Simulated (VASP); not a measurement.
# HfO2 (Fm-3m) in VASP: further runs, part 2 of 2

VASP 6.6.1.

## (4) Single point, PBE+D3(BJ)

This run uses another cell than the first one, of 10.88 Å³/atom, 1.017 times its volume.

Contents of INCAR:

```
  ALGO = Normal
  EDIFF = 1E-6
  ENCUT = 520
  GGA = PE
  ISIF = 2
  ISMEAR = 0
  IVDW = 12
  LASPH = T
  LCHARG = T
  LELF = T
  LREAL = F
  LVHAR = T
  LWAVE = F
  NBANDS = 18
  NELM = 100
  PREC = Accurate
  SIGMA = 0.01
```

Contents of KPOINTS:

```
k-points
0
Gamma
  8 8 8
```

Contents of POSCAR:

```
HfO2
1.0
    0.0000000000      2.5362091923      2.5362091923
    2.5362091923      0.0000000000      2.5362091923
    2.5362091923      2.5362091923      0.0000000000
Hf O
1 2
Direct
    0.0000000000      0.0000000000      0.0000000000
    0.2500000000      0.2500000000      0.2500000000
    0.7500000000      0.7500000000      0.7500000000
```

Potentials or basis: VASP PAW PBE potentials, release 64 (Hf_pv, O).

Run with:

```bash
$ cat potpaw_PBE.64/Hf_pv/POTCAR potpaw_PBE.64/O/POTCAR > POTCAR
$ mpirun -np 1 vasp_std > vasp.out
```

OUTCAR:

```text
EDIFF = 1E-6
   ENCUT = 520
   GGA = PE
   ISIF = 2
   ISMEAR = 0
   IVDW = 12
   LASPH = T
   LREAL = F
   NELM = 100
   PREC = Accurate
 IVDW          = 12

 ion  position               nearest neighbor table
   1  0.000  0.000  0.000-   2 2.20   3 2.20   3 2.20   3 2.20   3 2.20   2 2.20   2 2.20   2 2.20

   2  0.250  0.250  0.250-   1 2.20   1 2.20   1 2.20   1 2.20
   3  0.750  0.750  0.750-   1 2.20   1 2.20   1 2.20   1 2.20

  LATTYP: Found a face centered cubic cell.
 ALAT       =     5.0724183846

  Lattice vectors:

 A1 = (   0.0000000000,   2.5362091923,   2.5362091923)
 A2 = (   2.5362091923,   0.0000000000,   2.5362091923)
 A3 = (   2.5362091923,   2.5362091923,   0.0000000000)

Analysis of symmetry for initial positions (statically):
=====================================================================
 Subroutine PRICEL returns:
 Original cell was already a primitive cell.

 Routine SETGRP: Setting up the symmetry group for a
 face centered cubic supercell.

 Subroutine GETGRP returns: Found 48 space group operations
 (whereof 48 operations were pure point group operations)
 out of a pool of 48 trial point group operations.

The static configuration has the point symmetry O_h .

Analysis of symmetry for dynamics (positions and initial velocities):
=====================================================================
 Subroutine PRICEL returns:
 Original cell was already a primitive cell.

 Routine SETGRP: Setting up the symmetry group for a
 face centered cubic supercell.

 Subroutine GETGRP returns: Found 48 space group operations
 (whereof 48 operations were pure point group operations)
 out of a pool of 48 trial point group operations.

The dynamic configuration has the point symmetry O_h .

 Subroutine INISYM returns: Found 48 space group operations
 (whereof 48 operations are pure point group operations),
 and found     1 'primitive' translations

----------------------------------------------------------------------------------------

                                     Primitive cell

  volume of cell :      32.6276

  direct lattice vectors                    reciprocal lattice vectors
     0.000000000  2.536209192  2.536209192    -0.197144621  0.197144621  0.197144621
     2.536209192  0.000000000  2.536209192     0.197144621 -0.197144621  0.197144621
     2.536209192  2.536209192  0.000000000     0.197144621  0.197144621 -0.197144621

  length of vectors
     3.586741437  3.586741437  3.586741437     0.341464500  0.341464500  0.341464500

  position of ions in fractional coordinates (direct lattice)
     0.000000000  0.000000000  0.000000000
     0.250000000  0.250000000  0.250000000
     0.750000000  0.750000000  0.750000000

  ion indices of the primitive-cell ions
   primitive index   ion index
                 1           1
                 2           2
                 3           3

----------------------------------------------------------------------------------------

 KPOINTS: k-points

Automatic generation of k-mesh.
 Grid dimensions read from file:
 generate k-points for:    8    8    8

 Generating k-lattice:

  Cartesian coordinates                     Fractional coordinates (reciprocal lattice)
    -0.024643078  0.024643078  0.024643078     0.125000000  0.000000000  0.000000000
     0.024643078 -0.024643078  0.024643078     0.000000000  0.125000000  0.000000000
     0.024643078  0.024643078 -0.024643078     0.000000000  0.000000000  0.125000000

  Length of vectors
     0.042683063  0.042683063  0.042683063

  Shift w.r.t. Gamma in fractional coordinates (k-lattice)
     0.000000000  0.000000000  0.000000000

 Subroutine IBZKPT returns following result:
 ===========================================

 Found     29 irreducible k-points:

 Following reciprocal coordinates:
            Coordinates               Weight
  0.000000  0.000000  0.000000      1.000000
  0.125000  0.000000  0.000000      8.000000
  0.250000  0.000000  0.000000      8.000000
  0.375000  0.000000  0.000000      8.000000
  0.500000  0.000000  0.000000      4.000000
  0.125000  0.125000  0.000000      6.000000
[... 16 lines left out ...]
  0.500000  0.250000  0.125000     48.000000
 -0.375000  0.250000  0.125000     24.000000
 [... further k-points ...]
   k-points           NKPTS =     29   k-points in BZ     NKDIM =     29   number of bands    NBANDS=     18
   number of dos      NEDOS =    301   number of ions     NIONS =      3
   total plane-waves  NPLWV =  21952
   dimension x,y,z NGX =    28 NGY =   28 NGZ =   28
   dimension x,y,z NGXF=    56 NGYF=   56 NGZF=   56
   ions per type =               1   2
   NGX,Y,Z   is equivalent  to a cutoff of  12.98, 12.98, 12.98 a.u.
   NGXF,Y,Z  is equivalent  to a cutoff of  25.96, 25.96, 25.96 a.u.
 SYSTEM =  unknown system
   PREC   = accura    normal or accurate (medium, high low for compatibility)
   ISTART =      0    job   : 0-new  1-cont  2-samecut
   ICHARG =      2    charge: 1-file 2-atom 10-const
   ISPIN  =      1    spin polarized calculation?
   LNONCOLLINEAR =      F non collinear calculations
   LSORBIT =      F    spin-orbit coupling
   LASPH  =      T    aspherical Exc in radial PAW
   ENCUT  =  520.0 eV  38.22 Ry    6.18 a.u.   6.67  6.67  6.67*2*pi/ulx,y,z
   NELM   =    100;   NELMIN=  2; NELMDL= -5     # of ELM steps
   EDIFF  = 0.1E-05   stopping-criterion for ELM
   LREAL  =      F    real-space projection
   EDIFFG = 0.1E-04   stopping-criterion for IOM
   NSW    =      0    number of steps for IOM
   IBRION =     -1    ionic relax: 0-MD 1-quasi-New 2-CG
   NFREE  =      0    steps in history (QN), initial steepest desc. (CG)
   ISIF   =      2    stress and relaxation
   ISYM   =      2    0-nonsym 1-usesym 2-fastsym
   POTIM  = 0.5000    time-step for ionic-motion
   TEBEG  =    0.0;   TEEND  =   0.0 temperature during run
   PSTRESS=    0.0 pullay stress
   NELECT =      22.0000    total number of electrons
   NUPDOWN=      -1.0000    fix difference up-down
   EMIN   =  10.00;   EMAX   =-10.00  energy-range for DOS
   EFERMI =   0.00;   METHOD = LEGACY
   ISMEAR =     0;   SIGMA  =   0.01  broadening in eV -4-tet -1-fermi 0-gaus
   EFERMI_NEDOS =   21; number of points for ismear=-14 and -15
   IALGO  =     38    algorithm
   IMIX   =      4    mixing-type and parameters
     AMIX     =   0.40;   BMIX     =  1.00
     AMIX_MAG =   1.60;   BMIX_MAG =  1.00
  volume/ion in A,a.u.               =      10.88        73.39
  Fermi-wavevector in a.u.,A,eV,Ry     =   1.435558  2.712811 28.039239  2.060826
  Thomas-Fermi vector in A             =   2.554843
   LORBIT       =      0    0 simple, 1 ext, 2 COOP (PROOUT), +10 PAW based schemes
   GGA     = PE    functional components
   LHFCALC =     F    Hartree Fock is set to
   AEXX    =    0.0000 exact exchange contribution
   IVDW    =    12    specifies the selected vdW correction
   LEPSILON=     F    determine dielectric tensor
   LRPA    =     F    only Hartree local field effects (RPA)
 non-spin polarized calculation
 Gauss-broadening in eV      SIGMA  =   0.01
  energy-cutoff  :      520.00
  volume of cell :       32.63
 maximum number of plane-waves:       893
   NGX = 13   NGY = 13   NGZ = 13

 number of electron      21.9999991 magnetization

 Free energy of the ion-electron system (eV)
  ---------------------------------------------------
  ext. energy  EPLUGINS =         0.00000000
  ---------------------------------------------------
  free energy    TOTEN  =       -30.24828106 eV

  energy without entropy =      -30.24828106  energy(sigma->0) =      -30.24828106

 E-fermi :   4.3358     XC(G=0): -11.8310

 val. band max:        4.2668034379   @ k =   0.5000   0.5000   0.0000
 cond. band min:       8.0645806933   @ k =   0.5000   0.5000   0.0000
 fundamental gap:      3.7977772554
 Fermi energy:         4.3358210734

 k-point     1 :       0.0000    0.0000    0.0000
  band No.  band energies     occupation
      1     -25.4270      2.00000
      2     -25.4270      2.00000
      3     -25.4270      2.00000
      4     -14.4567      2.00000
      5     -11.4306      2.00000
      6      -1.0667      2.00000
[... 10 lines left out ...]
     17      14.6710      0.00000
     18      17.7493      0.00000
[... 466 lines left out ...]
      2     -25.5995      2.00000
      3     -25.5038      2.00000
      4     -12.8692      2.00000
      5     -12.3206      2.00000
      6      -0.5527      2.00000
[... 10 lines left out ...]
     17      15.2475      0.00000
     18      17.3098      0.00000

 [... further k-points ...]

------------------------ aborting loop because EDIFF is reached ----------------------------------------

 Edisp (eV)   -0.71755

 E8    (eV) :    -0.3134

  FORCE on cell =-STRESS in cart. coord.  units (eV):
  Direction    XX          YY          ZZ          XY          YZ          ZX
  --------------------------------------------------------------------------------------
  -------------------------------------------------------------------------------------
  Total      -0.75432    -0.75432    -0.75432     0.00000     0.00000     0.00000
  in kB     -37.04089   -37.04089   -37.04089     0.00000     0.00000     0.00000
  external pressure =      -37.04 kB  Pullay stress =        0.00 kB

 VOLUME and BASIS-vectors are now :
 -----------------------------------------------------------------------------
  energy-cutoff  :      520.00
  volume of cell :       32.63
      direct lattice vectors                 reciprocal lattice vectors
     0.000000000  2.536209192  2.536209192    -0.197144621  0.197144621  0.197144621
     2.536209192  0.000000000  2.536209192     0.197144621 -0.197144621  0.197144621
     2.536209192  2.536209192  0.000000000     0.197144621  0.197144621 -0.197144621

 POSITION                                       TOTAL-FORCE (eV/Angst)
 -----------------------------------------------------------------------------------
      0.00000      0.00000      0.00000        -0.000000      0.000000     -0.000000
      1.26810      1.26810      1.26810        -0.000000     -0.000000     -0.000000
      3.80431      3.80431      3.80431         0.000000      0.000000      0.000000
 -----------------------------------------------------------------------------------
    total drift:                                0.000000      0.000000      0.000000

  FREE ENERGIE OF THE ION-ELECTRON SYSTEM (eV)
  ---------------------------------------------------
  free  energy   TOTEN  =       -30.9658300347 eV

  energy  without entropy=      -30.9658300347  energy(sigma->0) =      -30.96583003
```

It took 15 s on 1 thread of Intel Xeon Platinum 8488C (Sapphire Rapids), shared host; peak memory 0.17 GiB.

What came out:

| Quantity | Value |
| --- | --- |
| Free energy | -30.9658 eV |
| Pressure | -3.7 GPa |
| Band gap on the k mesh | 3.80 eV, direct |
| Dispersion energy per atom | -0.239 eV |

Caveat: spin-orbit coupling is left out, which moves the levels of the heavy elements. PBE gaps usually lie below the measured ones, often by a third to a half.

## (5) Single point, PBE

This run uses another cell than the first one, of 11.04 Å³/atom, 1.032 times its volume.

Contents of INCAR:

```
SYSTEM = HfO2
  PREC = Accurate
  ENCUT = 520
  EDIFF = 1E-6
  ISMEAR = 0
  SIGMA = 0.01
  LREAL = .False.
  LASPH = .True.
  NELM = 100
  ALGO = Normal
  ISIF = 2
  LWAVE = .False.
  LCHARG = .False.
  GGA = PE
  NBANDS = 18
```

Contents of KPOINTS:

```
regular mesh
0
Gamma
  8 8 8
  0 0 0
```

Contents of POSCAR:

```
HfO2
1.0
    0.0000000000      2.5486308397      2.5486308397
    2.5486308397      0.0000000000      2.5486308397
    2.5486308397      2.5486308397      0.0000000000
Hf O
1 2
Direct
    0.0000000000      0.0000000000      0.0000000000
    0.2500000000      0.2500000000      0.2500000000
    0.7500000000      0.7500000000      0.7500000000
```

Run with:

```bash
$ cat potpaw_PBE.64/Hf_pv/POTCAR potpaw_PBE.64/O/POTCAR > POTCAR
$ mpirun -np 1 vasp_std > vasp.out
```

Wall time 14 s (1 thread of Intel Xeon Platinum 8488C (Sapphire Rapids), shared host); peak memory 0.16 GiB.

It converged, with:

| Quantity | Value |
| --- | --- |
| Free energy | -30.2435 eV |
| Pressure | -3.6 GPa |
| Band gap on the k mesh | 3.76 eV, direct |

Levels at points of the mesh, in eV from the valence-band top:
| k point | band 9 | band 10 | band 11 | band 12 | band 13 | band 14 |
| --- | --- | --- | --- | --- | --- | --- |
| (0.00, 0.00, 0.00) | -0.60 | -0.60 | -0.60 | 3.84 | 3.84 | 5.71 |
| (0.50, 0.00, 0.00) | -2.69 | -1.81 | -1.81 | 4.55 | 4.55 | 6.83 |
| (0.50, 0.50, 0.00) | -1.50 | -1.50 | 0.00 | 3.76 | 5.42 | 6.49 |

Caveat: spin-orbit coupling is left out, which moves the levels of the heavy elements. A k mesh can miss the band edges.

## (6) Summary

```tsv
level	cell	gap on the mesh (eV)	pressure (GPa)
PBEsol	a = 3.566 Å, angles 60.0°, 3 atoms	3.71	-3.7
PBE+D4	a = 3.589 Å, angles 60.0°, 3 atoms	3.79	-3.7
PBE+D3(BJ)	a = 3.587 Å, angles 60.0°, 3 atoms	3.80	-3.7
PBE	a = 3.604 Å, angles 60.0°, 3 atoms	3.76	-3.6
```

Alike in all rows: task single point; potentials or basis VASP PAW PBE potentials, release 64 (Hf_pv, O); no spin polarisation; k mesh 8 × 8 × 8; cutoff (eV) 520; smearing gaussian 0.01 eV.

Caveats: spin-orbit coupling is left out, which moves the levels of the heavy elements; the PAW data sets were made with another functional, which shifts forces and pressure a little (some runs).

Absolute energies hang on the potentials; compare differences alone.
